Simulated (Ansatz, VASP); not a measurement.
**GaP: VASP beside Ansatz**

```
Ga P
1.0
     0.00000    2.55854    2.55854
     2.55854    0.00000    2.55854
     2.55854    2.55854    0.00000
Ga P
1 1
Direct
  0.00000 0.00000 0.00000
  0.50000 0.50000 0.50000
```

Alike in both runs: task single point; functional PBE; k mesh 6 × 6 × 6; occupations gaussian, width 0.2 eV; no spin polarisation.

```csv
,VASP,Ansatz
version,VASP 6.6.1,Ansatz 0.2.0
potentials or method,"VASP PAW PBE potentials, release 64 (Ga_d, P)",plane waves
plane-wave cutoff (eV),520,420
valence electrons in the cell,18,18
```

Ansatz gave:

* pressure (GPa): 2.3

Q: Which values does VASP return?

A: Pressure (GPa): 2.4.
